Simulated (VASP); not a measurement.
# ZnO (P6_3mc) in VASP: a series of runs

ZnO is run at these levels: r2SCAN, RPBE+D4, revPBE, RPBE+D3(BJ), PBE; tasks: single point.

All numbers are computed with VASP 6.6.1; they aren't measurements. Logs are shortened: lines on timing, memory, paths and dates and some standing lists are left out, and cuts for length are marked.

**Measured values to compare with.**

“Electronic structure of alkaline earth and post-transition metal oxides”, 2009, arxiv:0908.1581 quotes, for a bulk crystal of ZnO: band gap 3.37 eV.

The results are compared with them further down.

## Step 1: The cell of the first run

It takes space group P6_3mc (No. 186, hexagonal). The conventional cell has a = 3.249 Å, b = 3.249 Å, c = 5.206 Å, α = 90.00°, β = 90.00°, γ = 120.00°. Zn (site symmetry 3m) has 4 O at 1.97 to 1.98 Å within 2.6 Å. O (site symmetry 3m) has 4 Zn at 1.97 to 1.98 Å within 2.6 Å.

## Step 2: Single point, r2SCAN

File POSCAR:

```
ZnO
1.0
    3.2493080000      0.0000000000      0.0000000000
   -1.6246540000      2.8139832727      0.0000000000
    0.0000000000      0.0000000000      5.2057090000
Zn O
2 2
Direct
    0.6666666667      0.3333333333      0.0000000000
    0.3333333333      0.6666666667      0.5000000000
    0.3333333333      0.6666666667      0.8790100000
    0.6666666667      0.3333333333      0.3790100000
```

File INCAR.step1:

```
PREC = Accurate
ENCUT = 1480
ISMEAR = -1
SIGMA = 0.05
LREAL = F
LASPH = T
NELM = 120
NBANDS = 26
GGA = PE
ALGO = Normal
EDIFF = 1E-5
LWAVE = T
LCHARG = F
GGA_COMPAT = F
```

File INCAR.step2:

```
PREC = Accurate
ENCUT = 1480
EDIFF = 1E-6
ISMEAR = -1
SIGMA = 0.05
LREAL = F
LASPH = T
NELM = 120
ALGO = Normal
ISIF = 2
LWAVE = F
LCHARG = F
METAGGA = R2SCAN
LMIXTAU = T
NBANDS = 26
ISTART = 1
GGA_COMPAT = F
```

File KPOINTS:

```
Automatic mesh
0
Gamma
  9 9 5
```

Potentials or basis: VASP PAW PBE potentials, release 64 (Zn, O_h).

Started as:

```
$ cat potpaw_PBE.64/Zn/POTCAR potpaw_PBE.64/O_h/POTCAR > POTCAR
$ cp INCAR.step1 INCAR
$ mpirun -np 1 vasp_std > vasp.out
$ cp INCAR.step2 INCAR
$ mpirun -np 1 vasp_std > vasp.out
```

OUTCAR:

```text
PREC = Accurate
   ENCUT = 1480
   EDIFF = 1E-6
   ISMEAR = -1
   LREAL = F
   LASPH = T
   NELM = 120
   ISIF = 2
   METAGGA = R2SCAN
   ISTART = 1

 ion  position               nearest neighbor table
   1  0.667  0.333  0.000-   4 1.97   3 1.98   3 1.98   3 1.98
   2  0.333  0.667  0.500-   3 1.97   4 1.98   4 1.98   4 1.98
   3  0.333  0.667  0.879-   2 1.97   1 1.98   1 1.98   1 1.98
   4  0.667  0.333  0.379-   1 1.97   2 1.98   2 1.98   2 1.98

  LATTYP: Found a hexagonal cell.
 ALAT       =     3.2493080000
 C/A-ratio  =     1.6020977390

  Lattice vectors:

 A1 = (   3.2493080000,   0.0000000000,   0.0000000000)
 A2 = (  -1.6246540000,   2.8139832727,   0.0000000000)
 A3 = (   0.0000000000,   0.0000000000,   5.2057090000)

Analysis of symmetry for initial positions (statically):
=====================================================================
 Subroutine PRICEL returns:
 Original cell was already a primitive cell.

 Routine SETGRP: Setting up the symmetry group for a
 hexagonal supercell.

 Subroutine GETGRP returns: Found 12 space group operations
 (whereof  6 operations were pure point group operations)
 out of a pool of 24 trial point group operations.

The static configuration has the point symmetry C_3v.
 The point group associated with its full space group is C_6v.

Analysis of symmetry for dynamics (positions and initial velocities):
=====================================================================
 Subroutine PRICEL returns:
 Original cell was already a primitive cell.

 Routine SETGRP: Setting up the symmetry group for a
 hexagonal supercell.

 Subroutine GETGRP returns: Found 12 space group operations
 (whereof  6 operations were pure point group operations)
 out of a pool of 24 trial point group operations.

The dynamic configuration has the point symmetry C_3v.
 The point group associated with its full space group is C_6v.

 Subroutine INISYM returns: Found 12 space group operations
 (whereof  6 operations are pure point group operations),
 and found     1 'primitive' translations

----------------------------------------------------------------------------------------

                                     Primitive cell

  volume of cell :      47.5984

  direct lattice vectors                    reciprocal lattice vectors
     3.249308000  0.000000000  0.000000000     0.307757836  0.177684070  0.000000000
[... 81 lines left out ...]
   PREC   = accura    normal or accurate (medium, high low for compatibility)
   ISTART =      1    job   : 0-new  1-cont  2-samecut
   ICHARG =      0    charge: 1-file 2-atom 10-const
   ISPIN  =      1    spin polarized calculation?
   LNONCOLLINEAR =      F non collinear calculations
   LSORBIT =      F    spin-orbit coupling
   LASPH  =      T    aspherical Exc in radial PAW
   ENCUT  = 1480.0 eV 108.78 Ry   10.43 a.u.  10.19 10.19 16.33*2*pi/ulx,y,z
   NELM   =    120;   NELMIN=  2; NELMDL=  0     # of ELM steps
   EDIFF  = 0.1E-05   stopping-criterion for ELM
   LREAL  =      F    real-space projection
[... 7 lines left out ...]
   TEBEG  =    0.0;   TEEND  =   0.0 temperature during run
   PSTRESS=    0.0 pullay stress
   NELECT =      36.0000    total number of electrons
   NUPDOWN=      -1.0000    fix difference up-down
   EMIN   =  10.00;   EMAX   =-10.00  energy-range for DOS
   EFERMI =   0.00;   METHOD = LEGACY
   ISMEAR =    -1;   SIGMA  =   0.05  broadening in eV -4-tet -1-fermi 0-gaus
   EFERMI_NEDOS =   21; number of points for ismear=-14 and -15
   IALGO  =     38    algorithm
   IMIX   =      4    mixing-type and parameters
     AMIX     =   0.40;   BMIX     =  1.00
     AMIX_MAG =   1.60;   BMIX_MAG =  1.00
  volume/ion in A,a.u.               =      11.90        80.30
  Fermi-wavevector in a.u.,A,eV,Ry     =   1.491574  2.818667 30.270160  2.224794
  Thomas-Fermi vector in A             =   2.604212
   LORBIT       =      0    0 simple, 1 ext, 2 COOP (PROOUT), +10 PAW based schemes
   METAGGA = R2SCAN    functional components
   LHFCALC =     F    Hartree Fock is set to
   AEXX    =    0.0000 exact exchange contribution
   IVDW    =     0    specifies the selected vdW correction
   LEPSILON=     F    determine dielectric tensor
   LRPA    =     F    only Hartree local field effects (RPA)
 non-spin polarized calculation
  energy-cutoff  :     1480.00
  volume of cell :       47.60
 maximum number of plane-waves:      6179
 NGX is ok and might be reduce to    42
   NGX = 21   NGY = 21   NGZ = 33

 number of electron      36.0000002 magnetization

 Free energy of the ion-electron system (eV)
  ---------------------------------------------------
  ext. energy  EPLUGINS =         0.00000000
  ---------------------------------------------------
  free energy    TOTEN  =       -36.34781253 eV

  energy without entropy =      -36.34781246  energy(sigma->0) =      -36.34781250

 E-fermi :   1.8170     XC(G=0): -11.6643

 val. band max:        1.1602831633   @ k =   0.0000   0.0000   0.0000
 cond. band min:       2.3943168380   @ k =   0.0000   0.0000   0.0000
 fundamental gap:      1.2340336746
 Fermi energy:         1.8169721581

 k-point     1 :       0.0000    0.0000    0.0000
  band No.  band energies     occupation
      1     -17.9123      2.00000
      2     -17.2192      2.00000
      3      -4.6428      2.00000
      4      -4.6428      2.00000
      5      -4.6006      2.00000
      6      -4.5136      2.00000
[... 685 lines left out ...]
     25      15.3608      0.00000
     26      16.6677      0.00000

 [... further k-points ...]

------------------------ aborting loop because EDIFF is reached ----------------------------------------

  FORCE on cell =-STRESS in cart. coord.  units (eV):
  Direction    XX          YY          ZZ          XY          YZ          ZX
  --------------------------------------------------------------------------------------
  -------------------------------------------------------------------------------------
  Total       -0.1947533     -0.1947533      0.2893531      0.0000000      0.0000000      0.0000000
  in kB       -6.5554602     -6.5554602      9.7397184      0.0000000      0.0000000      0.0000000
  external PRESSURE =      -1.1237340 kB  Pullay stress =       0.0000000 kB

 VOLUME and BASIS-vectors are now :
 -----------------------------------------------------------------------------
  energy-cutoff  :     1480.00
  volume of cell :       47.60
      direct lattice vectors                 reciprocal lattice vectors
     3.249308000  0.000000000  0.000000000     0.307757836  0.177684070  0.000000000
    -1.624654000  2.813983273  0.000000000     0.000000000  0.355368139  0.000000000
     0.000000000  0.000000000  5.205709000     0.000000000  0.000000000  0.192096792

 POSITION                                       TOTAL-FORCE (eV/Angst)
 -----------------------------------------------------------------------------------
      1.62465      0.93799      0.00000         0.000000      0.000000     -0.073517
     -0.00000      1.87599      2.60285         0.000000     -0.000000     -0.073517
     -0.00000      1.87599      4.57587         0.000000     -0.000000      0.073517
      1.62465      0.93799      1.97302        -0.000000      0.000000      0.073517
 -----------------------------------------------------------------------------------
    total drift:                                0.000000      0.000000     -0.006444

  FREE ENERGIE OF THE ION-ELECTRON SYSTEM (eV)
  ---------------------------------------------------
  free  energy   TOTEN  =       -36.3478125302 eV

  energy  without entropy=      -36.3478124635  energy(sigma->0) =      -36.34781250
```

OUTCAR.step1:

```text
PREC = Accurate
   ENCUT = 1480
   ISMEAR = -1
   LREAL = F
   LASPH = T
[... 926 lines left out ...]
      1.62465      0.93799      0.00000         0.000000     -0.000000     -0.073391
     -0.00000      1.87599      2.60285        -0.000000     -0.000000     -0.073391
     -0.00000      1.87599      4.57587         0.000000     -0.000000      0.073391
      1.62465      0.93799      1.97302        -0.000000      0.000000      0.073391
 -----------------------------------------------------------------------------------
    total drift:                                0.000000     -0.000000     -0.000270

  FREE ENERGIE OF THE ION-ELECTRON SYSTEM (eV)
  ---------------------------------------------------
  free  energy   TOTEN  =       -17.8376488397 eV

  energy  without entropy=      -17.8376450096  energy(sigma->0) =      -17.83764692
```

OSZICAR.step1:

```text
N       E                     dE             d eps       ncg     rms          rms(c)
DAV:   1     0.452090455456E+03    0.45209E+03   -0.33159E+04  1912   0.404E+03
DAV:   2     0.601060821162E+02   -0.39198E+03   -0.36892E+03  1904   0.696E+02
DAV:   3    -0.165802210953E+02   -0.76686E+02   -0.73754E+02  2220   0.220E+02
DAV:   4    -0.210126049339E+02   -0.44324E+01   -0.43890E+01  2034   0.592E+01
DAV:   5    -0.210584399461E+02   -0.45835E-01   -0.45794E-01  2150   0.601E+00    0.149E+01
DAV:   6    -0.176423340609E+02    0.34161E+01   -0.60133E+00  3062   0.609E+01    0.891E+00
DAV:   7    -0.178852879149E+02   -0.24295E+00   -0.31931E+00  2164   0.172E+01    0.550E+00
DAV:   8    -0.178843953216E+02    0.89259E-03   -0.54574E-01  2542   0.732E+00    0.186E+00
DAV:   9    -0.178357296135E+02    0.48666E-01   -0.99421E-02  2680   0.596E+00    0.452E-01
DAV:  10    -0.178374335540E+02   -0.17039E-02   -0.43868E-02  1902   0.174E+00    0.118E-01
DAV:  11    -0.178376700777E+02   -0.23652E-03   -0.17030E-03  2262   0.881E-01    0.473E-02
DAV:  12    -0.178376378944E+02    0.32183E-04   -0.36549E-04  2280   0.580E-01    0.991E-03
DAV:  13    -0.178376540182E+02   -0.16124E-04   -0.55157E-05  1948   0.642E-02    0.226E-02
DAV:  14    -0.178376488397E+02    0.51785E-05   -0.10523E-05  1434   0.333E-02
   1 F= -.17837649E+02 E0= -.17837647E+02  d E =-.383011E-05
```

Run time: 9.3 min. Hardware: 1 thread of Intel Xeon Platinum 8488C (Sapphire Rapids), shared host; peak memory 0.5 GiB.

Results:

| Item | Value |
| --- | --- |
| Free energy | -36.3478 eV |
| Pressure | -0.1 GPa |
| Largest force | 0.074 eV/Å |
| Band gap on the k mesh | 1.23 eV |

Forces on the atoms (eV/Å):
```
Zn   0.000  0.000 -0.074
Zn   0.000  0.000 -0.074
O    0.000  0.000  0.074
O    0.000  0.000  0.074
```

Stress tensor (GPa, compression positive):
```
-0.66  0.00  0.00
 0.00 -0.66  0.00
 0.00  0.00  0.97
```

Caveat: the PAW data sets were made with another functional, which shifts forces and pressure a little.

## Step 3: Single point, RPBE+D4

This run uses another cell than the first one, of 12.06 Å³/atom.

File INCAR:

```
SYSTEM = ZnO
PREC = Accurate
ENCUT = 1340
EDIFF = 1E-6
ISMEAR = -1
SIGMA = 0.05
LREAL = .False.
LASPH = .True.
NELM = 120
ALGO = Normal
ISIF = 2
LWAVE = .False.
LCHARG = .False.
GGA = RP
IVDW = 13
NBANDS = 26
GGA_COMPAT = .False.
```

File KPOINTS:

```
Automatic mesh
0
Gamma
  9 9 5
  0 0 0
```

File POSCAR:

```
ZnO
1.0
    3.2575740532      0.0000000000      0.0000000000
   -1.6287870266      2.8211418848      0.0000000000
    0.0000000000      0.0000000000      5.2505549680
Zn O
2 2
Direct
    0.6666666667      0.3333333333     -0.0002496259
    0.3333333333      0.6666666667      0.4997503741
    0.3333333333      0.6666666667      0.8792596259
    0.6666666667      0.3333333333      0.3792596259
```

Potentials or basis: VASP PAW PBE potentials, release 64 (Zn, O_h).

Started as:

```
$ cat potpaw_PBE.64/Zn/POTCAR potpaw_PBE.64/O_h/POTCAR > POTCAR
$ mpirun -np 1 vasp_std > vasp.out
```

It took 76 s on 1 thread of Intel Xeon 6975P-C (Granite Rapids), shared host; peak memory 0.4 GiB.

The run converged. Its results:

```
Free energy                : -18.3178 eV
Pressure                   : 0.9 GPa
Band gap on the k mesh     : 0.86 eV
Dispersion energy per atom : -0.501 eV
```

Forces on the atoms (eV/Å):
```
Zn   0.000  0.000  0.003
Zn   0.000  0.000  0.003
O    0.000  0.000 -0.003
O    0.000  0.000 -0.003
```

Levels at points of the mesh, in eV from the valence-band top:
| k point | band 16 | band 17 | band 18 | band 19 | band 20 | band 21 |
| --- | --- | --- | --- | --- | --- | --- |
| (0.00, 0.00, 0.00) | -0.08 | 0.00 | 0.00 | 0.86 | 5.27 | 8.27 |

Caveat: the PAW data sets were made with another functional, which shifts forces and pressure a little.

## Step 4: Single point, revPBE

This run uses another cell than the first one, of 11.19 Å³/atom.

Changes to INCAR since step 3:

```diff
@@ -13,4 +13,3 @@
 LCHARG = .False.
-GGA = RP
-IVDW = 13
+GGA = RE
 NBANDS = 26
```

File KPOINTS:

```
regular mesh
0
Gamma
  9 9 5
  0 0 0
```

File POSCAR:

```
ZnO
1.0
    3.1829769797      0.0000000000      0.0000000000
   -1.5914884899      2.7565389241      0.0000000000
    0.0000000000      0.0000000000      5.0994402224
Zn O
2 2
Direct
    0.6666666667      0.3333333333      0.0000000000
    0.3333333333      0.6666666667      0.5000000000
    0.3333333333      0.6666666667      0.8790100000
    0.6666666667      0.3333333333      0.3790100000
```

Started as:

```
$ cat potpaw_PBE.64/Zn/POTCAR potpaw_PBE.64/O_h/POTCAR > POTCAR
$ mpirun -np 1 vasp_std > vasp.out
```

It took 94 s on 1 thread of Intel Xeon Platinum 8559C (Emerald Rapids), shared host; peak memory 0.39 GiB.

It converged, with:

- Free energy: -16.2291 eV
- Pressure: 20.4 GPa
- Largest force: 0.102 eV/Å
- Band gap on the k mesh: 0.94 eV

Forces on the atoms (eV/Å):
```
Zn   0.000  0.000 -0.102
Zn   0.000  0.000 -0.102
O    0.000  0.000  0.102
O    0.000  0.000  0.102
```

Stress tensor (GPa, compression positive):
```
19.72  0.00  0.00
 0.00 19.72  0.00
 0.00  0.00 21.80
```

Levels at points of the mesh, in eV from the valence-band top:
```
           k point  band 14  band 15  band 16  band 17  band 18  band 19  band 20  band 21  band 22  band 23
(0.00, 0.00, 0.00)    -0.88    -0.88    -0.09     0.00     0.00     0.94     5.51     8.55    13.24    13.24
```

Caveat: the cell stands under pressure; the PAW data sets were made with another functional, which shifts forces and pressure a little.

## Step 5: Single point, RPBE+D3(BJ)

This run uses another cell than the first one, of 11.66 Å³/atom.

File INCAR:

```
SYSTEM = ZnO
  PREC = Accurate
  ENCUT = 1340
  EDIFF = 1E-6
  ISMEAR = -1
  SIGMA = 0.05
  LREAL = .False.
  LASPH = .True.
  NELM = 120
  ALGO = Normal
  ISIF = 2
  LWAVE = .False.
  LCHARG = .True.
  GGA = RP
  IVDW = 12
  LELF = .True.
  LVHAR = .True.
  NBANDS = 26
  GGA_COMPAT = .False.
```

File KPOINTS:

```
Automatic mesh
0
Gamma
  9 9 5
  0 0 0
```

File POSCAR:

```
ZnO
1.0
    3.2274999067      0.0000000000      0.0000000000
   -1.6137499533      2.7950969099      0.0000000000
    0.0000000000      0.0000000000      5.1707703030
Zn O
2 2
Direct
    0.6666666667      0.3333333333      0.0000000000
    0.3333333333      0.6666666667      0.5000000000
    0.3333333333      0.6666666667      0.8790100000
    0.6666666667      0.3333333333      0.3790100000
```

Started as:

```
$ cat potpaw_PBE.64/Zn/POTCAR potpaw_PBE.64/O_h/POTCAR > POTCAR
$ mpirun -np 1 vasp_std > vasp.out
```

Run time: 82 s. Hardware: 1 thread of Intel Xeon 6975P-C (Granite Rapids), shared host; peak memory 0.41 GiB.

It converged, with:

```yaml
Free_energy: -19.6411 eV
Pressure: -1.9 GPa
Largest_force: 0.100 eV/Å
Band_gap_on_the_k_mesh: 0.91 eV
Dispersion_energy_per_atom: -0.860 eV
```

Forces in eV/Å, atoms in the order of the input:
```
Zn   0.000  0.000 -0.100
Zn   0.000  0.000 -0.100
O    0.000  0.000  0.100
O    0.000  0.000  0.100
```

Stress tensor (GPa, compression positive):
```
-2.39  0.00  0.00
 0.00 -2.39  0.00
 0.00  0.00 -0.94
```

Levels at points of the mesh, in eV from the valence-band top:
```tsv
k point	band 16	band 17	band 18	band 19	band 20	band 21
(0.00, 0.00, 0.00)	-0.08	0.00	0.00	0.91	5.39	8.44
```

Caveat: the PAW data sets were made with another functional, which shifts forces and pressure a little. Expect the measured gap to be larger: semilocal functionals such as RPBE lack the derivative discontinuity.

(Part 1 of 2 ends here.)
